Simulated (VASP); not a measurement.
# Au in VASP: further runs, part 2 of 2

VASP 6.6.1.

## Step 4: Single point, PBE

This run uses another cell than the first one: it holds 2 atoms, not 1.

Input file INCAR:

```
ALGO = Fast ; EDIFF = 1E-6
ENCUT = 520 ; GGA = PE
ISIF = 2 ; ISMEAR = 0
LASPH = T ; LCHARG = F
LREAL = F ; LWAVE = F
NBANDS = 18 ; NELM = 100
PREC = Accurate ; SIGMA = 0.1
```

Input file KPOINTS:

```
k-points
0
Gamma
  18 18 12
```

Input file POSCAR:

```
Au
1.0
    2.0997375601      2.0997375601      0.0000000000
   -2.0997375601      2.0997375601      0.0000000000
    0.0000000000      0.0000000000      4.0823393216
Au
2
Direct
    0.0000000000      0.0000000000      0.0000000000
    0.5000000000      0.5000000000      0.5000000000
```

Potentials or basis: VASP PAW PBE potentials, release 64 (Au).

On the command line:

```
> cat potpaw_PBE.64/Au/POTCAR > POTCAR
> mpirun -np 1 vasp_std > vasp.out
```

OUTCAR:

```text
EDIFF = 1E-6
   ENCUT = 520
   GGA = PE
   ISIF = 2
   ISMEAR = 0
   LASPH = T
   LREAL = F
   NELM = 100
   PREC = Accurate

 ion  position               nearest neighbor table
   1  0.000  0.000  0.000-   2 2.93   2 2.93   2 2.93   2 2.93   2 2.93   2 2.93   2 2.93   2 2.93

   2  0.500  0.500  0.500-   1 2.93   1 2.93   1 2.93   1 2.93   1 2.93   1 2.93   1 2.93   1 2.93

  LATTYP: Found a simple tetragonal cell.
 ALAT       =     2.9694773349
 C/A-ratio  =     1.3747669577

  Lattice vectors:

 A1 = (   2.0997375601,   2.0997375601,   0.0000000000)
 A2 = (  -2.0997375601,   2.0997375601,   0.0000000000)
 A3 = (   0.0000000000,   0.0000000000,   4.0823393216)

Analysis of symmetry for initial positions (statically):
=====================================================================
 Subroutine PRICEL returns following result:

  LATTYP: Found a body centered tetragonal cell.
 ALAT       =     2.9694773349
 C/A-ratio  =     1.3747669577

  Lattice vectors:

 A1 = (   0.0000000000,  -2.0997375601,  -2.0411696608)
 A2 = (   0.0000000000,   2.0997375601,  -2.0411696608)
 A3 = (   2.0997375601,   0.0000000000,   2.0411696608)

   2 primitive cells build up your supercell.

 Routine SETGRP: Setting up the symmetry group for a
 simple tetragonal supercell.

 Subroutine GETGRP returns: Found 16 space group operations
 (whereof 16 operations were pure point group operations)
 out of a pool of 16 trial point group operations.

The static configuration has the point symmetry D_4h.

Analysis of symmetry for dynamics (positions and initial velocities):
=====================================================================
 Subroutine PRICEL returns following result:

  LATTYP: Found a body centered tetragonal cell.
 ALAT       =     2.9694773349
[... 123 lines left out ...]
   POTIM  = 0.5000    time-step for ionic-motion
   TEBEG  =    0.0;   TEEND  =   0.0 temperature during run
   PSTRESS=    0.0 pullay stress
   NELECT =      22.0000    total number of electrons
   NUPDOWN=      -1.0000    fix difference up-down
   EMIN   =  10.00;   EMAX   =-10.00  energy-range for DOS
   EFERMI =   0.00;   METHOD = LEGACY
   ISMEAR =     0;   SIGMA  =   0.10  broadening in eV -4-tet -1-fermi 0-gaus
   EFERMI_NEDOS =   21; number of points for ismear=-14 and -15
   IALGO  =     68    algorithm
   IMIX   =      4    mixing-type and parameters
     AMIX     =   0.40;   BMIX     =  1.00
     AMIX_MAG =   1.60;   BMIX_MAG =  1.00
  volume/ion in A,a.u.               =      18.00       121.46
  Fermi-wavevector in a.u.,A,eV,Ry     =   1.389289  2.625376 26.260940  1.930125
  Thomas-Fermi vector in A             =   2.513334
   LORBIT       =      0    0 simple, 1 ext, 2 COOP (PROOUT), +10 PAW based schemes
   GGA     = PE    functional components
   LHFCALC =     F    Hartree Fock is set to
   AEXX    =    0.0000 exact exchange contribution
   IVDW    =     0    specifies the selected vdW correction
   LEPSILON=     F    determine dielectric tensor
   LRPA    =     F    only Hartree local field effects (RPA)
 non-spin polarized calculation
 RMM-DIIS sequential band-by-band and
 Gauss-broadening in eV      SIGMA  =   0.10
  energy-cutoff  :      520.00
  volume of cell :       36.00
 maximum number of plane-waves:       991
 NGX is ok and might be reduce to    24

 number of electron      21.9999995 magnetization

 Free energy of the ion-electron system (eV)
  ---------------------------------------------------
  ext. energy  EPLUGINS =         0.00000000
  ---------------------------------------------------
  free energy    TOTEN  =        -6.44213582 eV

  energy without entropy =       -6.43902489  energy(sigma->0) =       -6.44058036

 E-fermi :   8.6132     XC(G=0): -12.3914

 val. band max:        8.5992037331   @ k =   0.3333   0.2778   0.4167
 cond. band min:       8.6225243985   @ k =   0.2222   0.1111   0.3333
 fundamental gap:      0.0233206654
 Fermi energy:         8.6132462415

 k-point     1 :       0.0000    0.0000    0.0000
  band No.  band energies     occupation
      1      -0.7015      2.00000
      2       2.0430      2.00000
      3       2.3098      2.00000
      4       4.1067      2.00000
      5       4.1067      2.00000
      6       4.3336      2.00000
[... 481 lines left out ...]
      5       4.1331      2.00000
      6       4.3965      2.00000
[... 10 lines left out ...]
     17      22.2710      0.00000
     18      25.1312      0.00000

 [... further k-points ...]
[... 5 lines left out ...]
  --------------------------------------------------------------------------------------
  -------------------------------------------------------------------------------------
  Total       -0.0992107     -0.0992107     -0.0325798      0.0000000      0.0000000      0.0000000
  in kB       -4.4157046     -4.4157046     -1.4500722      0.0000000      0.0000000      0.0000000
  external PRESSURE =      -3.4271605 kB  Pullay stress =       0.0000000 kB

 VOLUME and BASIS-vectors are now :
 -----------------------------------------------------------------------------
  energy-cutoff  :      520.00
  volume of cell :       36.00
      direct lattice vectors                 reciprocal lattice vectors
     2.099737560  2.099737560  0.000000000     0.238124997  0.238124997  0.000000000
    -2.099737560  2.099737560  0.000000000    -0.238124997  0.238124997  0.000000000
     0.000000000  0.000000000  4.082339322     0.000000000  0.000000000  0.244957590

 POSITION                                       TOTAL-FORCE (eV/Angst)
 -----------------------------------------------------------------------------------
      0.00000      0.00000      0.00000         0.000000      0.000000     -0.000000
      0.00000      2.09974      2.04117        -0.000000     -0.000000      0.000000
 -----------------------------------------------------------------------------------
    total drift:                               -0.000000      0.000000     -0.000000

  FREE ENERGIE OF THE ION-ELECTRON SYSTEM (eV)
  ---------------------------------------------------
  free  energy   TOTEN  =        -6.4421358196 eV

  energy  without entropy=       -6.4390248937  energy(sigma->0) =       -6.44058036
```

OSZICAR:

```text
N       E                     dE             d eps       ncg     rms          rms(c)
DAV:   1     0.123062645457E+03    0.12306E+03   -0.11514E+04 14276   0.116E+03
DAV:   2    -0.487272522318E+01   -0.12794E+03   -0.12191E+03 14780   0.257E+02
DAV:   3    -0.695820960261E+01   -0.20855E+01   -0.20744E+01 16382   0.330E+01
DAV:   4    -0.696768727503E+01   -0.94777E-02   -0.94760E-02 15154   0.238E+00
DAV:   5    -0.696777591470E+01   -0.88640E-04   -0.88640E-04 15534   0.243E-01    0.112E+01
RMM:   6    -0.647508416605E+01    0.49269E+00   -0.88888E-01 13865   0.705E+00    0.726E+00
RMM:   7    -0.644573291501E+01    0.29351E-01   -0.10842E-01 14260   0.267E+00    0.344E+00
RMM:   8    -0.644225310153E+01    0.34798E-02   -0.11324E-02 14413   0.779E-01    0.493E-01
RMM:   9    -0.644212435124E+01    0.12875E-03   -0.99083E-04 15047   0.241E-01    0.151E-01
RMM:  10    -0.644213538739E+01   -0.11036E-04   -0.13067E-04 15081   0.772E-02    0.103E-01
RMM:  11    -0.644213560934E+01   -0.22196E-06   -0.26851E-05 15050   0.340E-02    0.154E-02
RMM:  12    -0.644213581964E+01   -0.21030E-06   -0.29582E-06 12194   0.110E-02
   1 F= -.64421358E+01 E0= -.64405804E+01  d E =-.311093E-02
```

It took 74 s on 1 thread of Intel Xeon Platinum 8488C (Sapphire Rapids), shared host; peak memory 0.31 GiB.

What came out:

```yaml
Free_energy: -6.4421 eV
Pressure: -0.3 GPa
Band_gap_on_the_k_mesh: zero (band 11 reaches 12.84 eV, above the bottom of band 12 at 5.99 eV)
```

Caveat: spin-orbit coupling is left out, which moves the levels of the heavy elements.

## Step 5: Single point, PBE (biaxial strain in the a-b plane: +1.0 %)

Input file INCAR:

```
PREC = Accurate
ENCUT = 520
EDIFF = 1E-6
ISMEAR = 0
SIGMA = 0.1
LREAL = F
LASPH = T
NELM = 60
ALGO = Fast
ISIF = 2
LWAVE = F
LCHARG = T
GGA = PE
LELF = T
LVHAR = T
NBANDS = 18
```

Input file KPOINTS:

```
regular mesh
0
Gamma
  18 18 12
```

POSCAR: that of step 4 with these lines changed.

```diff
@@ -4,3 +4,3 @@
    -2.0997375601      2.0997375601      0.0000000000
-    0.0000000000      0.0000000000      4.0823393216
+    0.0000000000      0.0000000000      4.1329487817
 Au
```

On the command line:

```
> cat potpaw_PBE.64/Au/POTCAR > POTCAR
> mpirun -np 1 vasp_std > vasp.out
```

It took 79 s on 1 thread of Intel Xeon Platinum 8488C (Sapphire Rapids), shared host; peak memory 0.31 GiB.

The run converged. Its results:

- Free energy: -6.4393 eV
- Pressure: -2.0 GPa
- Band gap on the k mesh: zero (band 11 reaches 12.68 eV, above the bottom of band 12 at 5.85 eV)

Levels at points of the mesh, in eV from the Fermi level:
```tsv
k point	band 7	band 8	band 9	band 10	band 11	band 12	band 13	band 14	band 15	band 16
(0.00, 0.00, 0.00)	-3.08	-2.95	-1.99	-1.66	-1.66	1.37	5.47	9.62	9.62	14.59
(0.50, 0.00, 0.00)	-3.55	-3.55	-3.04	-3.04	-0.44	-0.44	8.35	8.35	9.88	9.88
(0.50, 0.50, 0.00)	-1.71	-1.71	-1.62	-1.62	1.11	1.11	5.13	5.13	9.89	9.89
(0.00, 0.00, 0.50)	-3.29	-3.29	-3.29	-3.29	-2.56	-2.56	14.18	14.18	14.18	14.18
(0.50, 0.00, 0.50)	-1.98	-1.98	-1.92	-1.92	-0.66	-0.66	2.72	2.72	14.01	14.01
(0.50, 0.50, 0.50)	-3.12	-3.12	-1.71	-1.71	4.22	4.22	6.11	6.11	6.11	6.11
```

Caveat: the cell differs from its parent crystal (biaxial strain in the a-b plane: +1.0 %); spin-orbit coupling is left out, which moves the levels of the heavy elements.

## Step 6: Single point, PBE (biaxial strain in the a-b plane: +2.0 %)

Input file INCAR:

```
SYSTEM = Au
ALGO = Fast ; EDIFF = 1E-7
ENCUT = 520 ; GGA = PE
ISIF = 2 ; ISMEAR = 0
LASPH = .True. ; LCHARG = .True.
LELF = .True. ; LREAL = .False.
LVHAR = .True. ; LWAVE = .False.
NBANDS = 18 ; NELM = 80
PREC = Accurate ; SIGMA = 0.1
```

Input file KPOINTS:

```
k-points
0
Gamma
  18 18 12
  0 0 0
```

Input file POSCAR:

```
Au
1.0
    2.1205270409      2.1205270409      0.0000000000
   -2.1205270409      2.1205270409      0.0000000000
    0.0000000000      0.0000000000      4.1080014047
Au
2
Direct
    0.0000000000      0.0000000000      0.0000000000
    0.5000000000      0.5000000000      0.5000000000
```

Potentials or basis: VASP PAW PBE potentials, release 64 (Au).

On the command line:

```
> cat potpaw_PBE.64/Au/POTCAR > POTCAR
> mpirun -np 1 vasp_std > vasp.out
```

It took 94 s on 1 thread of Intel Xeon Platinum 8488C (Sapphire Rapids), shared host; peak memory 0.31 GiB.

The run converged. Its results:

| Property | Result |
| --- | --- |
| Free energy | -6.4302 eV |
| Pressure | -3.7 GPa |
| Band gap on the k mesh | zero (band 11 reaches 12.28 eV, above the bottom of band 12 at 5.62 eV) |

Stress tensor (GPa, compression positive):
```
-3.76  0.00  0.00
 0.00 -3.76  0.00
 0.00  0.00 -3.43
```

Levels at points of the mesh, in eV from the Fermi level:
```csv
k point,band 9,band 10,band 11,band 12,band 13,band 14
"(0.00, 0.00, 0.00)",-2.00,-1.66,-1.66,1.57,5.58,9.40
"(0.50, 0.00, 0.00)",-3.04,-3.04,-0.54,-0.54,8.47,8.47
"(0.50, 0.50, 0.00)",-1.59,-1.59,1.06,1.06,4.90,4.90
"(0.00, 0.00, 0.50)",-3.29,-3.29,-2.59,-2.59,13.99,13.99
"(0.50, 0.00, 0.50)",-1.89,-1.89,-0.61,-0.61,2.64,2.64
"(0.50, 0.50, 0.50)",-1.77,-1.77,4.02,4.02,6.08,6.08
```

Caveat: the cell differs from its parent crystal (biaxial strain in the a-b plane: +2.0 %); spin-orbit coupling is left out, which moves the levels of the heavy elements.

## Step 7: The runs side by side

```csv
task,cell,k mesh,cutoff (eV),gap on the mesh (eV),pressure (GPa)
relaxation of cell and atoms,"relaxed to 3 GPa from a = 2.912 Å, angles 60.0°, 1 atom",18 × 18 × 18,600,none,3.0
single point,"a = 2.969, b = 2.969, c = 4.082 Å, 2 atoms",18 × 18 × 12,520,none,-0.3
single point,"a = 2.969, b = 2.969, c = 4.133 Å, 2 atoms",18 × 18 × 12,520,none,-2.0
single point,"a = 2.999, b = 2.999, c = 4.108 Å, 2 atoms",18 × 18 × 12,520,none,-3.7
```

Alike in all rows: level PBE; potentials or basis VASP PAW PBE potentials, release 64 (Au); no spin polarisation; smearing gaussian 0.1 eV.

Caveats: spin-orbit coupling is left out, which moves the levels of the heavy elements; the cell is relaxed towards a set pressure, so the enthalpy falls and the energy may rise (some runs).

Absolute energies hang on the potentials; compare differences alone.
